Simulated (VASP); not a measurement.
# Sb (Im-3m) in VASP: further runs

The runs below take Sb through single point, relaxation of cell and atoms, with PBEsol.

All numbers are computed with VASP 6.6.1; they aren't measurements. Logs are shortened: lines on timing, memory, paths and dates and some standing lists are left out, and cuts for length are marked.

## (1) The cell of the first run

It takes space group Im-3m (No. 229, cubic). The conventional cell has a = 3.627 Å, b = 3.627 Å, c = 3.627 Å, α = 90.00°, β = 90.00°, γ = 90.00°. Sb (site symmetry m-3m) has 14 Sb at 3.14 to 3.63 Å within 4.1 Å.

## (2) Single point, PBEsol (volume scaled by 0.92)

Contents of INCAR:

```
PREC = Accurate ; ENCUT = 520
EDIFF = 1E-6 ; ISMEAR = -1
SIGMA = 0.05 ; LREAL = False
LASPH = True ; NELM = 100
ALGO = Normal ; ISIF = 2
LWAVE = False ; LCHARG = False
GGA = PS ; NBANDS = 8
```

Contents of KPOINTS:

```
regular mesh
0
Gamma
  16 16 16
```

Contents of POSCAR:

```
Sb
1.0
   -1.8136913067      1.8136913067      1.8136913067
    1.8136913067     -1.8136913067      1.8136913067
    1.8136913067      1.8136913067     -1.8136913067
Sb
1
Direct
    0.0000000000      0.0000000000      0.0000000000
```

Potentials or basis: VASP PAW PBE potentials, release 64 (Sb).

Launch:

```console
cat potpaw_PBE.64/Sb/POTCAR > POTCAR
mpirun -np 1 vasp_std > vasp.out
```

OUTCAR:

```text
PREC = Accurate
   ENCUT = 520
   EDIFF = 1E-6
   ISMEAR = -1
   LREAL = False
   LASPH = True
   NELM = 100
   ISIF = 2
   GGA = PS

 ion  position               nearest neighbor table
   1  0.000  0.000  0.000-

  LATTYP: Found a body centered cubic cell.
 ALAT       =     3.6273826134

  Lattice vectors:

 A1 = (  -1.8136913067,   1.8136913067,   1.8136913067)
 A2 = (   1.8136913067,  -1.8136913067,   1.8136913067)
 A3 = (   1.8136913067,   1.8136913067,  -1.8136913067)

Analysis of symmetry for initial positions (statically):
=====================================================================
 Subroutine PRICEL returns:
 Original cell was already a primitive cell.

 Routine SETGRP: Setting up the symmetry group for a
 body centered cubic supercell.

 Subroutine GETGRP returns: Found 48 space group operations
 (whereof 48 operations were pure point group operations)
 out of a pool of 48 trial point group operations.

The static configuration has the point symmetry O_h .

Analysis of symmetry for dynamics (positions and initial velocities):
=====================================================================
 Subroutine PRICEL returns:
 Original cell was already a primitive cell.

 Routine SETGRP: Setting up the symmetry group for a
 body centered cubic supercell.

 Subroutine GETGRP returns: Found 48 space group operations
 (whereof 48 operations were pure point group operations)
 out of a pool of 48 trial point group operations.

The dynamic configuration has the point symmetry O_h .

 Subroutine INISYM returns: Found 48 space group operations
 (whereof 48 operations are pure point group operations),
 and found     1 'primitive' translations

----------------------------------------------------------------------------------------

                                     Primitive cell

  volume of cell :      23.8644

  direct lattice vectors                    reciprocal lattice vectors
    -1.813691307  1.813691307  1.813691307     0.000000000  0.275680871  0.275680871
     1.813691307 -1.813691307  1.813691307     0.275680871  0.000000000  0.275680871
     1.813691307  1.813691307 -1.813691307     0.275680871  0.275680871  0.000000000

  length of vectors
     3.141405492  3.141405492  3.141405492     0.389871627  0.389871627  0.389871627

[... 77 lines left out ...]
   NELM   =    100;   NELMIN=  2; NELMDL= -5     # of ELM steps
   EDIFF  = 0.1E-05   stopping-criterion for ELM
   LREAL  =      F    real-space projection
   EDIFFG = 0.1E-04   stopping-criterion for IOM
   NSW    =      0    number of steps for IOM
   IBRION =     -1    ionic relax: 0-MD 1-quasi-New 2-CG
   NFREE  =      0    steps in history (QN), initial steepest desc. (CG)
   ISIF   =      2    stress and relaxation
   ISYM   =      2    0-nonsym 1-usesym 2-fastsym
   POTIM  = 0.5000    time-step for ionic-motion
   TEBEG  =    0.0;   TEEND  =   0.0 temperature during run
   PSTRESS=    0.0 pullay stress
   NELECT =       5.0000    total number of electrons
   NUPDOWN=      -1.0000    fix difference up-down
   EMIN   =  10.00;   EMAX   =-10.00  energy-range for DOS
   EFERMI =   0.00;   METHOD = LEGACY
   ISMEAR =    -1;   SIGMA  =   0.05  broadening in eV -4-tet -1-fermi 0-gaus
   EFERMI_NEDOS =   21; number of points for ismear=-14 and -15
   IALGO  =     38    algorithm
   IMIX   =      4    mixing-type and parameters
     AMIX     =   0.40;   BMIX     =  1.00
     AMIX_MAG =   1.60;   BMIX_MAG =  1.00
  volume/ion in A,a.u.               =      23.86       161.04
  Fermi-wavevector in a.u.,A,eV,Ry     =   0.972332  1.837442 12.863362  0.945430
  Thomas-Fermi vector in A             =   2.102622
   LORBIT       =      0    0 simple, 1 ext, 2 COOP (PROOUT), +10 PAW based schemes
   GGA     = PS    functional components
   LHFCALC =     F    Hartree Fock is set to
   AEXX    =    0.0000 exact exchange contribution
   IVDW    =     0    specifies the selected vdW correction
   LEPSILON=     F    determine dielectric tensor
   LRPA    =     F    only Hartree local field effects (RPA)
 non-spin polarized calculation
  energy-cutoff  :      520.00
  volume of cell :       23.86
 maximum number of plane-waves:       682
   NGX = 11   NGY = 11   NGZ = 11

 number of electron       5.0000000 magnetization

 Free energy of the ion-electron system (eV)
  ---------------------------------------------------
  ext. energy  EPLUGINS =         0.00000000
  ---------------------------------------------------
  free energy    TOTEN  =        -4.34671136 eV

  energy without entropy =       -4.34218766  energy(sigma->0) =       -4.34444951

 E-fermi :   9.9290     XC(G=0): -10.8616

 val. band max:        9.8986107049   @ k =   0.2500   0.1875   0.1250
 cond. band min:       9.9452097035   @ k =   0.5000   0.5000   0.3125
 fundamental gap:      0.0465989986
 Fermi energy:         9.9290299689

 k-point     1 :       0.0000    0.0000    0.0000
  band No.  band energies     occupation
      1      -3.9046      2.00000
      2      16.4562      0.00000
      3      16.4562      0.00000
      4      16.4562      0.00000
      5      21.0496      0.00000
      6      21.0496      0.00000
      7      21.0496      0.00000
      8      21.8620      0.00000
[... 243 lines left out ...]
 k-point    24 :       0.2500    0.1875    0.0000
  band No.  band energies     occupation
      1      -0.5929      2.00000
      2       7.0422      2.00000
      3       9.4757      1.99977
      4      13.2996      0.00000
      5      18.6501      0.00000
      6      19.9793      0.00000
      7      22.5515      0.00000
      8      24.7210      0.00000

 [... further k-points ...]

------------------------ aborting loop because EDIFF is reached ----------------------------------------

  FORCE on cell =-STRESS in cart. coord.  units (eV):
  Direction    XX          YY          ZZ          XY          YZ          ZX
  --------------------------------------------------------------------------------------
  -------------------------------------------------------------------------------------
  Total        1.0334738      1.0334738      1.0334738     -0.0000000      0.0000000      0.0000000
  in kB       69.3840972     69.3840972     69.3840972     -0.0000000      0.0000000      0.0000000
  external PRESSURE =      69.3840972 kB  Pullay stress =       0.0000000 kB

 VOLUME and BASIS-vectors are now :
 -----------------------------------------------------------------------------
  energy-cutoff  :      520.00
  volume of cell :       23.86
      direct lattice vectors                 reciprocal lattice vectors
    -1.813691307  1.813691307  1.813691307     0.000000000  0.275680871  0.275680871
     1.813691307 -1.813691307  1.813691307     0.275680871  0.000000000  0.275680871
     1.813691307  1.813691307 -1.813691307     0.275680871  0.275680871  0.000000000

 POSITION                                       TOTAL-FORCE (eV/Angst)
 -----------------------------------------------------------------------------------
      0.00000      0.00000      0.00000        -0.000000      0.000000     -0.000000
 -----------------------------------------------------------------------------------
    total drift:                                0.000000     -0.000000      0.000000

  FREE ENERGIE OF THE ION-ELECTRON SYSTEM (eV)
  ---------------------------------------------------
  free  energy   TOTEN  =        -4.3467113575 eV

  energy  without entropy=       -4.3421876624  energy(sigma->0) =       -4.34444951
```

stdout:

```text
POSCAR found type information on POSCAR Sb
 POSCAR found :  1 types and       1 ions
 scaLAPACK will be used
 -----------------------------------------------------------------------------
|                                                                             |
|                                                                             |
|     You enforced a specific xc type in the INCAR file but a different       |
|     I HOPE YOU KNOW WHAT YOU ARE DOING!                                     |
|                                                                             |
 -----------------------------------------------------------------------------

 LDA part: xc-table for (Slater+PW92), standard interpolation
 POSCAR, INCAR and KPOINTS ok, starting setup
 FFT: planning ... GRIDC
 FFT: planning ... GRID_SOFT
 FFT: planning ... GRID
 WAVECAR not read
 entering main loop
```

It took 9.1 s on 1 thread of Intel Xeon Platinum 8488C (Sapphire Rapids), shared host; peak memory 0.15 GiB.

Results:

| Item | Value |
| --- | --- |
| Free energy | -4.3467 eV |
| Pressure | 6.9 GPa |

Caveat: the cell differs from its parent crystal (volume scaled by 0.92); the PAW data sets were made with another functional, which shifts forces and pressure a little; spin-orbit coupling is left out, which moves the levels of the heavy elements.

## (3) Single point, PBEsol

This run uses another cell than the first one, of 25.94 Å³/atom, 1.087 times its volume.

Contents of INCAR:

```
ALGO = Normal
EDIFF = 1E-6
ENCUT = 520
GGA = PS
ISIF = 2
ISMEAR = -1
LASPH = True
LCHARG = False
LREAL = False
LWAVE = False
NBANDS = 8
NELM = 60
PREC = Accurate
SIGMA = 0.05
```

Contents of KPOINTS:

```
k-points
0
Gamma
  16 16 16
```

Contents of POSCAR:

```
Sb
1.0
   -1.8648078796      1.8648078796      1.8648078796
    1.8648078796     -1.8648078796      1.8648078796
    1.8648078796      1.8648078796     -1.8648078796
Sb
1
Direct
    0.0000000000      0.0000000000      0.0000000000
```

Potentials or basis: VASP PAW PBE potentials, release 64 (Sb).

Launch:

```console
cat potpaw_PBE.64/Sb/POTCAR > POTCAR
mpirun -np 1 vasp_std > vasp.out
```

OUTCAR:

```text
EDIFF = 1E-6
   ENCUT = 520
   GGA = PS
   ISIF = 2
   ISMEAR = -1
   LASPH = True
   LREAL = False
   NELM = 60
   PREC = Accurate

 ion  position               nearest neighbor table
   1  0.000  0.000  0.000-

  LATTYP: Found a body centered cubic cell.
 ALAT       =     3.7296157592

  Lattice vectors:

 A1 = (  -1.8648078796,   1.8648078796,   1.8648078796)
 A2 = (   1.8648078796,  -1.8648078796,   1.8648078796)
 A3 = (   1.8648078796,   1.8648078796,  -1.8648078796)

Analysis of symmetry for initial positions (statically):
=====================================================================
 Subroutine PRICEL returns:
 Original cell was already a primitive cell.

 Routine SETGRP: Setting up the symmetry group for a
 body centered cubic supercell.

 Subroutine GETGRP returns: Found 48 space group operations
 (whereof 48 operations were pure point group operations)
 out of a pool of 48 trial point group operations.

The static configuration has the point symmetry O_h .

Analysis of symmetry for dynamics (positions and initial velocities):
[... 157 lines left out ...]

 val. band max:        8.7320200152   @ k =  -0.4375   0.5000   0.3125
 cond. band min:       8.8223087718   @ k =   0.1250   0.1250   0.0625
 fundamental gap:      0.0902887566
 Fermi energy:         8.7419866675

 k-point     1 :       0.0000    0.0000    0.0000
  band No.  band energies     occupation
      1      -4.3577      2.00000
      2      14.5769      0.00000
      3      14.5769      0.00000
      4      14.5769      0.00000
      5      19.5405      0.00000
      6      19.5405      0.00000
      7      19.5405      0.00000
      8      20.6312      0.00000
[... 243 lines left out ...]
 k-point    24 :       0.2500    0.1875   -0.0000
  band No.  band energies     occupation
      1      -1.3339      2.00000
      2       5.9709      2.00000
      3       8.4076      1.99751
      4      11.9091      0.00000
      5      17.0803      0.00000
      6      18.4597      0.00000
      7      20.9396      0.00000
      8      22.9911      0.00000

 [... further k-points ...]

------------------------ aborting loop because EDIFF is reached ----------------------------------------

  FORCE on cell =-STRESS in cart. coord.  units (eV):
  Direction    XX          YY          ZZ          XY          YZ          ZX
  --------------------------------------------------------------------------------------
  -------------------------------------------------------------------------------------
  Total       -0.0014892     -0.0014892     -0.0014892     -0.0000000      0.0000000     -0.0000000
  in kB       -0.0919841     -0.0919841     -0.0919841     -0.0000000      0.0000000     -0.0000000
  external PRESSURE =      -0.0919841 kB  Pullay stress =       0.0000000 kB

 VOLUME and BASIS-vectors are now :
 -----------------------------------------------------------------------------
  energy-cutoff  :      520.00
  volume of cell :       25.94
      direct lattice vectors                 reciprocal lattice vectors
    -1.864807880  1.864807880  1.864807880     0.000000000  0.268124135  0.268124135
     1.864807880 -1.864807880  1.864807880     0.268124135  0.000000000  0.268124135
     1.864807880  1.864807880 -1.864807880     0.268124135  0.268124135  0.000000000

 POSITION                                       TOTAL-FORCE (eV/Angst)
 -----------------------------------------------------------------------------------
      0.00000      0.00000      0.00000        -0.000000      0.000000      0.000000
 -----------------------------------------------------------------------------------
    total drift:                                0.000000      0.000000      0.000000

  FREE ENERGIE OF THE ION-ELECTRON SYSTEM (eV)
  ---------------------------------------------------
  free  energy   TOTEN  =        -4.3882021159 eV

  energy  without entropy=       -4.3826561407  energy(sigma->0) =       -4.38542913
```

OSZICAR:

```text
N       E                     dE             d eps       ncg     rms          rms(c)
DAV:   1     0.466027805226E+01    0.46603E+01   -0.16768E+03  2352   0.411E+02
DAV:   2    -0.429654341849E+01   -0.89568E+01   -0.85190E+01  3224   0.522E+01
DAV:   3    -0.439405031636E+01   -0.97507E-01   -0.96617E-01  2832   0.607E+00
DAV:   4    -0.439432849543E+01   -0.27818E-03   -0.27817E-03  3448   0.397E-01
DAV:   5    -0.439432928562E+01   -0.79019E-06   -0.78934E-06  2992   0.143E-02    0.180E+00
DAV:   6    -0.439038657622E+01    0.39427E-02   -0.18597E-03  2832   0.204E-01    0.103E+00
DAV:   7    -0.438820357922E+01    0.21830E-02   -0.38289E-03  2776   0.292E-01    0.469E-02
DAV:   8    -0.438820202426E+01    0.15550E-05   -0.44795E-05  3016   0.530E-02    0.539E-03
DAV:   9    -0.438820211587E+01   -0.91616E-07   -0.32865E-07  3344   0.471E-03
   1 F= -.43882021E+01 E0= -.43854291E+01  d E =-.554598E-02
```

stdout:

```text
POSCAR found type information on POSCAR Sb
 POSCAR found :  1 types and       1 ions
 scaLAPACK will be used
 -----------------------------------------------------------------------------
|                                                                             |
|                                                                             |
|     You enforced a specific xc type in the INCAR file but a different       |
|     I HOPE YOU KNOW WHAT YOU ARE DOING!                                     |
|                                                                             |
 -----------------------------------------------------------------------------

 LDA part: xc-table for (Slater+PW92), standard interpolation
 POSCAR, INCAR and KPOINTS ok, starting setup
 FFT: planning ... GRIDC
 FFT: planning ... GRID_SOFT
 FFT: planning ... GRID
 WAVECAR not read
 entering main loop
```

Wall time 8.7 s (1 thread of Intel Xeon Platinum 8488C (Sapphire Rapids), shared host); peak memory 0.15 GiB.

What came out:

| Property | Result |
| --- | --- |
| Free energy | -4.3882 eV |
| Pressure | 0.0 GPa |

Levels at points of the mesh, in eV from the Fermi level:
```csv
k point,band 1,band 2,band 3,band 4,band 5,band 6,band 7,band 8
"(0.00, 0.00, 0.00)",-13.10,5.83,5.83,5.83,10.80,10.80,10.80,11.89
"(0.50, 0.00, 0.00)",-8.83,-5.78,1.83,3.90,6.60,7.04,14.05,15.49
"(0.50, 0.50, 0.50)",-5.38,-2.03,-2.03,-2.03,2.93,2.93,17.91,17.92
```

Caveat: the PAW data sets were made with another functional, which shifts forces and pressure a little; spin-orbit coupling is left out, which moves the levels of the heavy elements.

[end of part 1 of 3]
